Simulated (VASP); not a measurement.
# CuO (rock salt type) (Fm-3m) in VASP: further runs

CuO (rock salt type) is run at these levels: PBE; tasks: single point.

Everything below comes from runs of VASP 6.6.1. Logs are shortened: lines on timing, memory, paths and dates and some standing lists are left out, and cuts for length are marked.

## 1. The cell of the first run

The structure is cubic, space group Fm-3m (No. 225). Conventional cell: a = 4.215 Å, b = 4.215 Å, c = 4.215 Å, α = 90.00°, β = 90.00°, γ = 90.00°. Within 2.8 Å of Cu (site symmetry m-3m) lie 6 O at 2.11 Å. Within 2.8 Å of O (site symmetry m-3m) lie 6 Cu at 2.11 Å.

## 2. Single point, PBE

Contents of INCAR:

```
PREC = Accurate
ENCUT = 520
EDIFF = 1E-6
ISMEAR = -1
SIGMA = 0.06122561905347299
LREAL = F
LASPH = T
NELM = 60
ALGO = Normal
ISIF = 2
LWAVE = F
LCHARG = T
GGA = PE
LELF = T
LVHAR = T
NBANDS = 16
```

Contents of KPOINTS:

```
Automatic mesh
0
Gamma
  22 22 22
```

Contents of POSCAR:

```
CuO
1.0
    0.0000000000      2.1075998851      2.1075998851
    2.1075998851      0.0000000000      2.1075998851
    2.1075998851      2.1075998851      0.0000000000
Cu O
1 1
Direct
    0.0000000000      0.0000000000      0.0000000000
    0.5000000000      0.5000000000      0.5000000000
```

Potentials or basis: VASP PAW PBE potentials, release 64 (Cu, O).

Command:

```bash
$ cat potpaw_PBE.64/Cu/POTCAR potpaw_PBE.64/O/POTCAR > POTCAR
$ mpirun -np 1 vasp_std > vasp.out
```

OUTCAR:

```text
PREC = Accurate
   ENCUT = 520
   EDIFF = 1E-6
   ISMEAR = -1
   LREAL = F
   LASPH = T
   NELM = 60
   ISIF = 2
   GGA = PE

 ion  position               nearest neighbor table
   1  0.000  0.000  0.000-   2 2.11   2 2.11   2 2.11   2 2.11   2 2.11   2 2.11
   2  0.500  0.500  0.500-   1 2.11   1 2.11   1 2.11   1 2.11   1 2.11   1 2.11

  LATTYP: Found a face centered cubic cell.
 ALAT       =     4.2151997702

  Lattice vectors:

 A1 = (   0.0000000000,   2.1075998851,   2.1075998851)
 A2 = (   2.1075998851,   0.0000000000,   2.1075998851)
 A3 = (   2.1075998851,   2.1075998851,   0.0000000000)

Analysis of symmetry for initial positions (statically):
=====================================================================
 Subroutine PRICEL returns:
 Original cell was already a primitive cell.

 Routine SETGRP: Setting up the symmetry group for a
 face centered cubic supercell.

 Subroutine GETGRP returns: Found 48 space group operations
 (whereof 48 operations were pure point group operations)
 out of a pool of 48 trial point group operations.

The static configuration has the point symmetry O_h .

Analysis of symmetry for dynamics (positions and initial velocities):
=====================================================================
 Subroutine PRICEL returns:
 Original cell was already a primitive cell.

 Routine SETGRP: Setting up the symmetry group for a
 face centered cubic supercell.

 Subroutine GETGRP returns: Found 48 space group operations
 (whereof 48 operations were pure point group operations)
 out of a pool of 48 trial point group operations.

The dynamic configuration has the point symmetry O_h .

 Subroutine INISYM returns: Found 48 space group operations
 (whereof 48 operations are pure point group operations),
 and found     1 'primitive' translations

----------------------------------------------------------------------------------------

                                     Primitive cell

  volume of cell :      18.7238

  direct lattice vectors                    reciprocal lattice vectors
     0.000000000  2.107599885  2.107599885    -0.237236680  0.237236680  0.237236680
     2.107599885  0.000000000  2.107599885     0.237236680 -0.237236680  0.237236680
[... 74 lines left out ...]
   NGXF,Y,Z  is equivalent  to a cutoff of  26.77, 26.77, 26.77 a.u.
 SYSTEM =  unknown system
   PREC   = accura    normal or accurate (medium, high low for compatibility)
   ISTART =      0    job   : 0-new  1-cont  2-samecut
   ICHARG =      2    charge: 1-file 2-atom 10-const
   ISPIN  =      1    spin polarized calculation?
   LNONCOLLINEAR =      F non collinear calculations
   LSORBIT =      F    spin-orbit coupling
   LASPH  =      T    aspherical Exc in radial PAW
   ENCUT  =  520.0 eV  38.22 Ry    6.18 a.u.   5.54  5.54  5.54*2*pi/ulx,y,z
   NELM   =     60;   NELMIN=  2; NELMDL= -5     # of ELM steps
   EDIFF  = 0.1E-05   stopping-criterion for ELM
   LREAL  =      F    real-space projection
   EDIFFG = 0.1E-04   stopping-criterion for IOM
   NSW    =      0    number of steps for IOM
   IBRION =     -1    ionic relax: 0-MD 1-quasi-New 2-CG
   NFREE  =      0    steps in history (QN), initial steepest desc. (CG)
   ISIF   =      2    stress and relaxation
   ISYM   =      2    0-nonsym 1-usesym 2-fastsym
   POTIM  = 0.5000    time-step for ionic-motion
   TEBEG  =    0.0;   TEEND  =   0.0 temperature during run
   PSTRESS=    0.0 pullay stress
   NELECT =      17.0000    total number of electrons
   NUPDOWN=      -1.0000    fix difference up-down
   EMIN   =  10.00;   EMAX   =-10.00  energy-range for DOS
   EFERMI =   0.00;   METHOD = LEGACY
   ISMEAR =    -1;   SIGMA  =   0.06  broadening in eV -4-tet -1-fermi 0-gaus
   EFERMI_NEDOS =   21; number of points for ismear=-14 and -15
   IALGO  =     38    algorithm
   IMIX   =      4    mixing-type and parameters
     AMIX     =   0.40;   BMIX     =  1.00
     AMIX_MAG =   1.60;   BMIX_MAG =  1.00
  volume/ion in A,a.u.               =       9.36        63.18
  Fermi-wavevector in a.u.,A,eV,Ry     =   1.585233  2.995655 34.190926  2.512962
  Thomas-Fermi vector in A             =   2.684729
   LORBIT       =      0    0 simple, 1 ext, 2 COOP (PROOUT), +10 PAW based schemes
   GGA     = PE    functional components
   LHFCALC =     F    Hartree Fock is set to
   AEXX    =    0.0000 exact exchange contribution
   IVDW    =     0    specifies the selected vdW correction
   LEPSILON=     F    determine dielectric tensor
   LRPA    =     F    only Hartree local field effects (RPA)
 non-spin polarized calculation
  energy-cutoff  :      520.00
  volume of cell :       18.72
 maximum number of plane-waves:       531
 NGX is ok and might be reduce to    24
   NGX = 11   NGY = 11   NGZ = 11

 number of electron      16.9999999 magnetization

 Free energy of the ion-electron system (eV)
  ---------------------------------------------------
  ext. energy  EPLUGINS =         0.00000000
  ---------------------------------------------------
  free energy    TOTEN  =        -9.53726743 eV

  energy without entropy =       -9.51948511  energy(sigma->0) =       -9.52837627

 E-fermi :   6.3945     XC(G=0): -12.4980

 val. band max:        6.3828992556   @ k =  -0.4545   0.2273   0.0000
 cond. band min:       6.4000514240   @ k =  -0.2273   0.3636   0.1364
 fundamental gap:      0.0171521684
 Fermi energy:         6.3944613121

 k-point     1 :       0.0000    0.0000    0.0000
  band No.  band energies     occupation
      1     -13.2861      2.00000
      2       3.8853      2.00000
      3       3.8853      2.00000
      4       3.8853      2.00000
      5       3.9789      2.00000
      6       3.9789      2.00000
[... 433 lines left out ...]
      3       1.3816      2.00000
      4       1.3832      2.00000
      5       4.5077      2.00000
      6       4.5154      2.00000
[... 8 lines left out ...]
     15      31.3532      0.00000
     16      31.3896      0.00000

 [... further k-points ...]
[... 5 lines left out ...]
  --------------------------------------------------------------------------------------
  -------------------------------------------------------------------------------------
  Total        0.4857011      0.4857011      0.4857011      0.0000000      0.0000000     -0.0000000
  in kB       41.5609211     41.5609211     41.5609211      0.0000000      0.0000000     -0.0000000
  external PRESSURE =      41.5609211 kB  Pullay stress =       0.0000000 kB

 VOLUME and BASIS-vectors are now :
 -----------------------------------------------------------------------------
  energy-cutoff  :      520.00
  volume of cell :       18.72
      direct lattice vectors                 reciprocal lattice vectors
     0.000000000  2.107599885  2.107599885    -0.237236680  0.237236680  0.237236680
     2.107599885  0.000000000  2.107599885     0.237236680 -0.237236680  0.237236680
     2.107599885  2.107599885  0.000000000     0.237236680  0.237236680 -0.237236680

 POSITION                                       TOTAL-FORCE (eV/Angst)
 -----------------------------------------------------------------------------------
      0.00000      0.00000      0.00000        -0.000000     -0.000000     -0.000000
      2.10760      2.10760      2.10760         0.000000      0.000000      0.000000
 -----------------------------------------------------------------------------------
    total drift:                                0.000000     -0.000000     -0.000000

  FREE ENERGIE OF THE ION-ELECTRON SYSTEM (eV)
  ---------------------------------------------------
  free  energy   TOTEN  =        -9.5372674279 eV

  energy  without entropy=       -9.5194851090  energy(sigma->0) =       -9.52837627
```

OSZICAR:

```text
N       E                     dE             d eps       ncg     rms          rms(c)
DAV:   1     0.827504901262E+02    0.82750E+02   -0.83747E+03 11912   0.164E+03
DAV:   2    -0.787599903645E+01   -0.90626E+02   -0.81147E+02 11192   0.280E+02
DAV:   3    -0.122020190140E+02   -0.43260E+01   -0.41100E+01 13120   0.613E+01
DAV:   4    -0.122435077014E+02   -0.41489E-01   -0.41471E-01 12232   0.581E+00
DAV:   5    -0.122440854590E+02   -0.57776E-03   -0.57775E-03 14048   0.719E-01    0.108E+01
DAV:   6    -0.108859322031E+02    0.13582E+01   -0.12028E+01 12720   0.100E+02    0.856E+00
DAV:   7    -0.957078541958E+01    0.13151E+01   -0.35656E+00 13600   0.782E+01    0.163E+00
DAV:   8    -0.955659427819E+01    0.14191E-01   -0.22578E-01 15432   0.568E+00    0.976E-01
DAV:   9    -0.953812402464E+01    0.18470E-01   -0.18478E-02 17344   0.474E+00    0.279E-01
DAV:  10    -0.953719235485E+01    0.93167E-03   -0.40001E-03 16184   0.177E+00    0.768E-02
DAV:  11    -0.953728666438E+01   -0.94310E-04   -0.78894E-04 15768   0.422E-01    0.404E-02
DAV:  12    -0.953727016329E+01    0.16501E-04   -0.97072E-05 14984   0.118E-01    0.126E-02
DAV:  13    -0.953726753728E+01    0.26260E-05   -0.75424E-06 13664   0.321E-02    0.104E-03
DAV:  14    -0.953726742790E+01    0.10938E-06   -0.31801E-07  6272   0.683E-03
   1 F= -.95372674E+01 E0= -.95283763E+01  d E =-.177823E-01
```

stdout:

```text
POSCAR found type information on POSCAR CuO
 POSCAR found :  2 types and       2 ions
 scaLAPACK will be used
 LDA part: xc-table for (Slater+PW92), standard interpolation
 POSCAR, INCAR and KPOINTS ok, starting setup
 FFT: planning ... GRIDC
 FFT: planning ... GRID_SOFT
 FFT: planning ... GRID
 WAVECAR not read
 entering main loop
```

It took 71 s on 1 thread of AMD EPYC 9R45 (Zen 5), shared host; peak memory 0.19 GiB.

What came out:

```yaml
Free_energy: -9.5373 eV
Pressure: 4.2 GPa
```

Caveat: an odd number of electrons without spin polarisation forces a metal; a magnetic or distorted state may lie lower; semilocal functionals often make such compounds metallic where correlation or magnetic order opens a gap, which also shifts bond lengths. With open d or f shells a metallic result of PBE can be an artefact of self-interaction; +U or a hybrid may open a gap.

## 3. Single point, PBE

This run uses another cell than the first one, of 9.55 Å³/atom, 1.020 times its volume.

Contents of INCAR:

```
  PREC = Accurate
  ENCUT = 520
  EDIFF = 1E-6
  ISMEAR = -1
  SIGMA = 0.06122561905347299
  LREAL = False
  LASPH = True
  NELM = 80
  ALGO = Normal
  ISIF = 2
  LWAVE = False
  LCHARG = True
  GGA = PE
  LELF = True
  LVHAR = True
  NBANDS = 16
```

KPOINTS is that of step 2.

Contents of POSCAR:

```
CuO
1.0
    0.0000000000      2.1218408568      2.1218408568
    2.1218408568      0.0000000000      2.1218408568
    2.1218408568      2.1218408568      0.0000000000
Cu O
1 1
Direct
    0.0000000000      0.0000000000      0.0000000000
    0.5000000000      0.5000000000      0.5000000000
```

Potentials or basis: VASP PAW PBE potentials, release 64 (Cu, O).

Command:

```bash
$ cat potpaw_PBE.64/Cu/POTCAR potpaw_PBE.64/O/POTCAR > POTCAR
$ mpirun -np 1 vasp_std > vasp.out
```

Run time: 82 s. Hardware: 1 thread of AMD EPYC 9R45 (Zen 5), shared host; peak memory 0.18 GiB.

It converged, with:

```
Free energy : -9.5432 eV
Pressure    : 0.4 GPa
```

Levels at points of the mesh, in eV from the Fermi level:
```csv
k point,band 7,band 8,band 9,band 10,band 11,band 12
"(0.00, 0.00, 0.00)",-2.33,-2.19,-2.19,1.40,18.16,18.64
"(0.50, 0.00, 0.00)",-1.40,0.73,0.73,5.73,9.56,13.74
"(0.50, 0.50, 0.00)",-1.64,-1.64,-1.47,5.61,10.57,12.07
```

Caveat: an odd number of electrons without spin polarisation forces a metal; a magnetic or distorted state may lie lower; semilocal functionals often make such compounds metallic where correlation or magnetic order opens a gap, which also shifts bond lengths. With open d or f shells a metallic result of PBE can be an artefact of self-interaction; +U or a hybrid may open a gap.

## 4. Single point, PBE

This run uses another cell than the first one, of 9.55 Å³/atom, 1.020 times its volume.

Contents of INCAR:

```
SYSTEM = CuO
PREC = Accurate
ENCUT = 520
EDIFF = 1E-7
ISMEAR = -1
SIGMA = 0.06122561905347299
LREAL = .False.
LASPH = .True.
NELM = 80
ALGO = Normal
ISIF = 2
LWAVE = .False.
LCHARG = .False.
GGA = PE
NBANDS = 16
```

Contents of KPOINTS:

```
regular mesh
0
Gamma
  22 22 22
  0 0 0
```

POSCAR is that of step 3.

Potentials or basis: VASP PAW PBE potentials, release 64 (Cu, O).

Command:

```bash
$ cat potpaw_PBE.64/Cu/POTCAR potpaw_PBE.64/O/POTCAR > POTCAR
$ mpirun -np 1 vasp_std > vasp.out
```

OUTCAR:

```text
SYSTEM = CuO
   PREC = Accurate
   ENCUT = 520
   EDIFF = 1E-7
   ISMEAR = -1
   LREAL = .False.
   LASPH = .True.
   NELM = 80
   ISIF = 2
   GGA = PE

 ion  position               nearest neighbor table
   1  0.000  0.000  0.000-   2 2.12   2 2.12   2 2.12   2 2.12   2 2.12   2 2.12
   2  0.500  0.500  0.500-   1 2.12   1 2.12   1 2.12   1 2.12   1 2.12   1 2.12

  LATTYP: Found a face centered cubic cell.
 ALAT       =     4.2436817136

  Lattice vectors:

 A1 = (   0.0000000000,   2.1218408568,   2.1218408568)
 A2 = (   2.1218408568,   0.0000000000,   2.1218408568)
 A3 = (   2.1218408568,   2.1218408568,   0.0000000000)

Analysis of symmetry for initial positions (statically):
=====================================================================
 Subroutine PRICEL returns:
 Original cell was already a primitive cell.

 Routine SETGRP: Setting up the symmetry group for a
 face centered cubic supercell.

 Subroutine GETGRP returns: Found 48 space group operations
 (whereof 48 operations were pure point group operations)
 out of a pool of 48 trial point group operations.

The static configuration has the point symmetry O_h .

Analysis of symmetry for dynamics (positions and initial velocities):
=====================================================================
 Subroutine PRICEL returns:
 Original cell was already a primitive cell.

 Routine SETGRP: Setting up the symmetry group for a
 face centered cubic supercell.

 Subroutine GETGRP returns: Found 48 space group operations
 (whereof 48 operations were pure point group operations)
 out of a pool of 48 trial point group operations.

The dynamic configuration has the point symmetry O_h .

 Subroutine INISYM returns: Found 48 space group operations
 (whereof 48 operations are pure point group operations),
 and found     1 'primitive' translations

[... 102 lines left out ...]
   POTIM  = 0.5000    time-step for ionic-motion
   TEBEG  =    0.0;   TEEND  =   0.0 temperature during run
   PSTRESS=    0.0 pullay stress
   NELECT =      17.0000    total number of electrons
   NUPDOWN=      -1.0000    fix difference up-down
   EMIN   =  10.00;   EMAX   =-10.00  energy-range for DOS
   EFERMI =   0.00;   METHOD = LEGACY
   ISMEAR =    -1;   SIGMA  =   0.06  broadening in eV -4-tet -1-fermi 0-gaus
   EFERMI_NEDOS =   21; number of points for ismear=-14 and -15
   IALGO  =     38    algorithm
   IMIX   =      4    mixing-type and parameters
     AMIX     =   0.40;   BMIX     =  1.00
     AMIX_MAG =   1.60;   BMIX_MAG =  1.00
  volume/ion in A,a.u.               =       9.55        64.47
  Fermi-wavevector in a.u.,A,eV,Ry     =   1.574593  2.975549 33.733513  2.479343
  Thomas-Fermi vector in A             =   2.675704
   LORBIT       =      0    0 simple, 1 ext, 2 COOP (PROOUT), +10 PAW based schemes
   GGA     = PE    functional components
   LHFCALC =     F    Hartree Fock is set to
   AEXX    =    0.0000 exact exchange contribution
   IVDW    =     0    specifies the selected vdW correction
   LEPSILON=     F    determine dielectric tensor
   LRPA    =     F    only Hartree local field effects (RPA)
 non-spin polarized calculation
  energy-cutoff  :      520.00
  volume of cell :       19.11
 maximum number of plane-waves:       533
   NGX = 11   NGY = 11   NGZ = 11

 number of electron      17.0000011 magnetization

 Free energy of the ion-electron system (eV)
  ---------------------------------------------------
  ext. energy  EPLUGINS =         0.00000000
  ---------------------------------------------------
  free energy    TOTEN  =        -9.54324551 eV

  energy without entropy =       -9.52501310  energy(sigma->0) =       -9.53412931

 E-fermi :   6.1100     XC(G=0): -12.3802

 val. band max:        6.1008690820   @ k =  -0.4545   0.2273   0.0000
 cond. band min:       6.1152737682   @ k =  -0.2273   0.3636   0.1364
 fundamental gap:      0.0144046862
 Fermi energy:         6.1100349762

 k-point     1 :       0.0000    0.0000    0.0000
  band No.  band energies     occupation
      1     -13.3809      2.00000
      2       3.6707      2.00000
      3       3.6707      2.00000
      4       3.6707      2.00000
      5       3.7769      2.00000
      6       3.7769      2.00000
[... 433 lines left out ...]
      3       1.2385      2.00000
      4       1.2398      2.00000
      5       4.2685      2.00000
      6       4.2758      2.00000
[... 8 lines left out ...]
     15      30.8110      0.00000
     16      30.8653      0.00000

 [... further k-points ...]
[... 5 lines left out ...]
  --------------------------------------------------------------------------------------
  -------------------------------------------------------------------------------------
  Total        0.0453746      0.0453746      0.0453746      0.0000000      0.0000000     -0.0000000
  in kB        3.8050065      3.8050065      3.8050065      0.0000000      0.0000000     -0.0000000
  external PRESSURE =       3.8050065 kB  Pullay stress =       0.0000000 kB

 VOLUME and BASIS-vectors are now :
 -----------------------------------------------------------------------------
  energy-cutoff  :      520.00
  volume of cell :       19.11
      direct lattice vectors                 reciprocal lattice vectors
     0.000000000  2.121840857  2.121840857    -0.235644440  0.235644440  0.235644440
     2.121840857  0.000000000  2.121840857     0.235644440 -0.235644440  0.235644440
     2.121840857  2.121840857  0.000000000     0.235644440  0.235644440 -0.235644440

 POSITION                                       TOTAL-FORCE (eV/Angst)
 -----------------------------------------------------------------------------------
      0.00000      0.00000      0.00000        -0.000000      0.000000     -0.000000
      2.12184      2.12184      2.12184         0.000000     -0.000000      0.000000
 -----------------------------------------------------------------------------------
    total drift:                                0.000000     -0.000000     -0.000000

  FREE ENERGIE OF THE ION-ELECTRON SYSTEM (eV)
  ---------------------------------------------------
  free  energy   TOTEN  =        -9.5432455101 eV

  energy  without entropy=       -9.5250131042  energy(sigma->0) =       -9.53412931
```

stdout:

```text
POSCAR found type information on POSCAR CuO
 POSCAR found :  2 types and       2 ions
 scaLAPACK will be used
 LDA part: xc-table for (Slater+PW92), standard interpolation
 POSCAR, INCAR and KPOINTS ok, starting setup
 FFT: planning ... GRIDC
 FFT: planning ... GRID_SOFT
 FFT: planning ... GRID
 WAVECAR not read
 entering main loop
```

Run time: 79 s. Hardware: 1 thread of AMD EPYC 9R45 (Zen 5), shared host; peak memory 0.18 GiB.

What came out:

```yaml
Free_energy: -9.5432 eV
Pressure: 0.4 GPa
```

Levels at points of the mesh, in eV from the Fermi level:
```csv
k point,band 6,band 7,band 8,band 9,band 10,band 11,band 12,band 13
"(0.00, 0.00, 0.00)",-2.33,-2.33,-2.19,-2.19,1.40,18.16,18.64,18.64
"(0.50, 0.00, 0.00)",-1.83,-1.40,0.73,0.73,5.73,9.56,13.74,13.74
"(0.50, 0.50, 0.00)",-1.89,-1.64,-1.64,-1.47,5.61,10.57,12.07,16.12
```

Caveat: an odd number of electrons without spin polarisation forces a metal; a magnetic or distorted state may lie lower; semilocal functionals often make such compounds metallic where correlation or magnetic order opens a gap, which also shifts bond lengths.
